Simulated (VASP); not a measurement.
# TaN: single point with LDA

TaN:

```
Ta N
1.0
     2.90746    0.00000    0.00000
    -1.45373    2.51793    0.00000
     0.00000    0.00000    2.84919
Ta N
1 1
Direct
  0.33333 0.66667 0.50000
  0.00000 0.00000 0.00000
```

```yaml
Program: VASP 6.6.1
Task: single point
Functional: LDA
Potentials_or_basis: VASP PAW LDA potentials, release 64 (Ta_pv, N)
Cutoff: 600 eV
k_mesh: 5 × 5 × 5
Occupations: methfessel-paxton, width 0.02 eV
Spin: no spin polarisation
Dipole_correction: no
Further_INCAR_settings: ALGO = Normal; EDIFF = 1e-06; NBANDS = 15
```

The pressure is 2.0 GPa and the band gap on the k mesh is zero (filled and empty bands touch).

Stress tensor (GPa, compression positive):
```
1.90 0.00 0.00
0.00 1.90 0.00
0.00 0.00 2.13
```

Levels at points of the mesh, in eV from the Fermi level:
| k point | band 6 | band 7 | band 8 | band 9 | band 10 | band 11 |
| --- | --- | --- | --- | --- | --- | --- |
| (0.00, 0.00, 0.00) | -4.66 | -4.30 | -2.85 | 2.65 | 3.78 | 3.78 |

It took 5.3 s on 1 thread of Intel(R) Xeon(R) Platinum 8259CL CPU @ 2.50GHz (Skylake/Cascade Lake), with other jobs on the host, peak memory 0.13 GiB.

Caveat: the k points lie up to 0.50 Å⁻¹ apart; spin-orbit coupling is left out, which moves the levels of the heavy elements.
